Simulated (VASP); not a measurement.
# SiO2 (P4_2/mnm) in VASP: a series of runs, part 2 of 2

VASP 6.6.1.

## Step 5: Single point, PBE

This run uses another cell than the first one, of 8.87 Å³/atom.

The input, INCAR:

```
SYSTEM = SiO2
ALGO     = Normal         ! electronic algorithm
EDIFF    = 1E-6           ! SCF threshold, eV
ENCUT    = 520            ! plane-wave cutoff, eV
GGA      = PE             ! functional
ISIF     = 2              ! what is computed and relaxed
ISMEAR   = 0              ! smearing method
LASPH    = .True.         ! aspherical terms in the spheres
LCHARG   = .True.         ! write CHGCAR
LELF     = .True.         ! ELF
LREAL    = .False.        ! projectors in reciprocal space
LVHAR    = .True.       
LWAVE    = .False.        ! write WAVECAR
NBANDS   = 25             ! bands
NELM     = 100            ! most SCF steps
PREC     = Accurate       ! precision mode
SIGMA    = 0.05           ! smearing width, eV
```

The input, KPOINTS:

```
k-points
0
Gamma
  6 6 8
  0 0 0
```

The input, POSCAR:

```
SiO2
1.0
    4.2041000000      0.0000000000      0.0000000000
    0.0000000000      4.2041000000      0.0000000000
    0.0000000000      0.0000000000      3.0125000000
Si O
2 4
Direct
    0.5000000000      0.5000000000      0.5000000000
    0.0000000000      0.0000000000      0.0000000000
    0.6930127928      0.6930127928      0.0000000000
    0.1930127928      0.8069872072      0.5000000000
    0.3069872072      0.3069872072      0.0000000000
    0.8069872072      0.1930127928      0.5000000000
```

Potentials or basis: VASP PAW PBE potentials, release 64 (Si, O).

The run is started by

```
> cat potpaw_PBE.64/Si/POTCAR potpaw_PBE.64/O/POTCAR > POTCAR
> mpirun -np 1 vasp_std > vasp.out
```

OUTCAR:

```text
SYSTEM = SiO2
   EDIFF = 1E-6
   ENCUT = 520
   GGA = PE
   ISIF = 2
   ISMEAR = 0
   LASPH = .True.
   LREAL = .False.
   NELM = 100
   PREC = Accurate

 ion  position               nearest neighbor table
   1  0.500  0.500  0.500-   4 1.83   6 1.83   5 1.89   3 1.89   3 1.89   5 1.89
   2  0.000  0.000  0.000-   3 1.83   5 1.83   4 1.89   6 1.89   4 1.89   6 1.89
   3  0.693  0.693  0.000-   2 1.83   1 1.89   1 1.89
   4  0.193  0.807  0.500-   1 1.83   2 1.89   2 1.89
   5  0.307  0.307  0.000-   2 1.83   1 1.89   1 1.89
   6  0.807  0.193  0.500-   1 1.83   2 1.89   2 1.89

  LATTYP: Found a simple tetragonal cell.
 ALAT       =     4.2041000000
 C/A-ratio  =     0.7165624034

  Lattice vectors:

 A1 = (   4.2041000000,   0.0000000000,   0.0000000000)
 A2 = (   0.0000000000,   4.2041000000,   0.0000000000)
 A3 = (   0.0000000000,   0.0000000000,   3.0125000000)

Analysis of symmetry for initial positions (statically):
=====================================================================
 Subroutine PRICEL returns:
[... 183 lines left out ...]

 val. band max:        6.5270584054   @ k =   0.0000   0.0000   0.0000
 cond. band min:       9.4809105205   @ k =   0.0000   0.0000   0.0000
 fundamental gap:      2.9538521151
 Fermi energy:         6.7431934077

 k-point     1 :       0.0000    0.0000    0.0000
  band No.  band energies     occupation
      1     -14.5534      2.00000
      2     -11.3791      2.00000
      3     -11.3791      2.00000
      4     -11.0996      2.00000
      5      -3.4396      2.00000
      6       0.7348      2.00000
[... 661 lines left out ...]
     24      18.1258      0.00000
     25      19.6477      0.00000

 [... further k-points ...]

------------------------ aborting loop because EDIFF is reached ----------------------------------------

  FORCE on cell =-STRESS in cart. coord.  units (eV):
  Direction    XX          YY          ZZ          XY          YZ          ZX
  --------------------------------------------------------------------------------------
  -------------------------------------------------------------------------------------
  Total       -4.0793631     -4.0793631    -17.4198893     -0.0000000      0.0000000      0.0000000
  in kB     -122.7523504   -122.7523504   -524.1828920     -0.0000000      0.0000000      0.0000000
  external PRESSURE =    -256.5625309 kB  Pullay stress =       0.0000000 kB

 VOLUME and BASIS-vectors are now :
 -----------------------------------------------------------------------------
  energy-cutoff  :      520.00
  volume of cell :       53.24
      direct lattice vectors                 reciprocal lattice vectors
     4.204100000  0.000000000  0.000000000     0.237863038  0.000000000  0.000000000
     0.000000000  4.204100000  0.000000000     0.000000000  0.237863038  0.000000000
     0.000000000  0.000000000  3.012500000     0.000000000  0.000000000  0.331950207

 POSITION                                       TOTAL-FORCE (eV/Angst)
 -----------------------------------------------------------------------------------
      2.10205      2.10205      1.50625         0.000000      0.000000     -0.000000
      0.00000      0.00000      0.00000         0.000000      0.000000     -0.000000
      2.91350      2.91350      0.00000         0.398080      0.398080     -0.000000
      0.81145      3.39265      1.50625         0.398080     -0.398080     -0.000000
      1.29060      1.29060      0.00000        -0.398080     -0.398080      0.000000
      3.39265      0.81145      1.50625        -0.398080      0.398080     -0.000000
 -----------------------------------------------------------------------------------
    total drift:                                0.000000      0.000000     -0.000000

  FREE ENERGIE OF THE ION-ELECTRON SYSTEM (eV)
  ---------------------------------------------------
  free  energy   TOTEN  =       -45.2854276508 eV

  energy  without entropy=      -45.2854276508  energy(sigma->0) =      -45.28542765
```

OSZICAR:

```text
N       E                     dE             d eps       ncg     rms          rms(c)
DAV:   1     0.134002205401E+03    0.13400E+03   -0.17109E+04  2508   0.121E+03
DAV:   2    -0.425283041876E+02   -0.17653E+03   -0.16704E+03  3220   0.270E+02
DAV:   3    -0.498579817936E+02   -0.73297E+01   -0.72921E+01  3295   0.528E+01
DAV:   4    -0.499074830254E+02   -0.49501E-01   -0.49484E-01  2951   0.505E+00
DAV:   5    -0.499079177027E+02   -0.43468E-03   -0.43457E-03  3298   0.449E-01    0.153E+01
DAV:   6    -0.452442960447E+02    0.46636E+01   -0.13649E+01  2969   0.244E+01    0.655E+00
DAV:   7    -0.452758584220E+02   -0.31562E-01   -0.55088E-01  3139   0.447E+00    0.269E+00
DAV:   8    -0.452795177181E+02   -0.36593E-02   -0.28733E-02  3062   0.141E+00    0.105E+00
DAV:   9    -0.452852076018E+02   -0.56899E-02   -0.11121E-02  3163   0.872E-01    0.256E-01
DAV:  10    -0.452854893068E+02   -0.28170E-03   -0.13100E-03  3120   0.234E-01    0.635E-02
DAV:  11    -0.452854257905E+02    0.63516E-04   -0.21263E-04  3160   0.101E-01    0.166E-02
DAV:  12    -0.452854275931E+02   -0.18026E-05   -0.89043E-06  3120   0.210E-02    0.536E-03
DAV:  13    -0.452854276508E+02   -0.57683E-07   -0.11234E-07  2050   0.267E-03
   1 F= -.45285428E+02 E0= -.45285428E+02  d E =-.751434E-12
```

stdout:

```text
POSCAR found type information on POSCAR SiO
 POSCAR found :  2 types and       6 ions
 scaLAPACK will be used
 LDA part: xc-table for (Slater+PW92), standard interpolation
 POSCAR, INCAR and KPOINTS ok, starting setup
 FFT: planning ... GRIDC
 FFT: planning ... GRID_SOFT
 FFT: planning ... GRID
 WAVECAR not read
 entering main loop
```

Wall time 59 s (1 thread of Intel Xeon 8259CL, shared host); peak memory 0.19 GiB.

What came out:

```
Free energy            : -45.2854 eV
Pressure               : -25.7 GPa
Largest force          : 0.563 eV/Å
Band gap on the k mesh : 2.95 eV
```

Forces in eV/Å, atoms in the order of the input:
```
Si   0.000  0.000  0.000
Si   0.000  0.000  0.000
O    0.398  0.398  0.000
O    0.398 -0.398  0.000
O   -0.398 -0.398  0.000
O   -0.398  0.398  0.000
```

Stress tensor (GPa, compression positive):
```
-12.28   0.00   0.00
  0.00 -12.28   0.00
  0.00   0.00 -52.42
```

Levels at points of the mesh, in eV from the valence-band top:
```
           k point  band 12  band 13  band 14  band 15  band 16  band 17  band 18  band 19  band 20  band 21
(0.00, 0.00, 0.00)    -3.02    -2.58    -0.63    -0.63     0.00     2.95     4.75     6.18     6.18     9.09
(0.50, 0.00, 0.00)    -3.17    -2.56    -2.56    -0.80    -0.80     5.38     5.38     6.91     6.91    11.04
(0.50, 0.50, 0.00)    -3.20    -2.59    -2.59    -1.45    -1.45     5.08     5.08     7.90     7.90    12.02
(0.00, 0.00, 0.50)    -3.83    -2.65    -2.65    -2.06    -2.06     7.47     7.47    11.20    11.20    11.27
(0.50, 0.00, 0.50)    -3.27    -1.67    -1.67    -1.28    -1.28     7.49     7.49     9.34     9.34    11.41
(0.50, 0.50, 0.50)    -3.67    -1.19    -1.19    -1.09    -1.09     5.89     5.89    10.48    10.48    10.86
```

Caveat: the cell stands under tension.

## Step 6: The runs side by side

```tsv
cell	gap on the mesh (eV)	pressure (GPa)	largest force (eV/Å)
a = 4.172, b = 4.172, c = 3.013 Å, 6 atoms	3.16	-22.7	0.66
a = 4.363, b = 4.363, c = 2.771 Å, 6 atoms	3.57	-21.7	0.54
a = 4.236, b = 4.236, c = 2.932 Å, 6 atoms	3.26	-23.3	0.29
a = 4.204, b = 4.204, c = 3.013 Å, 6 atoms	2.95	-25.7	0.56
```

Alike in all rows: task single point; level PBE; potentials or basis VASP PAW PBE potentials, release 64 (Si, O); no spin polarisation; k mesh 6 × 6 × 8; cutoff (eV) 520; smearing gaussian 0.05 eV.

Caveats: the cell stands under tension.

Total energies depend on the potentials used, so only differences within one code and one set of settings carry meaning.
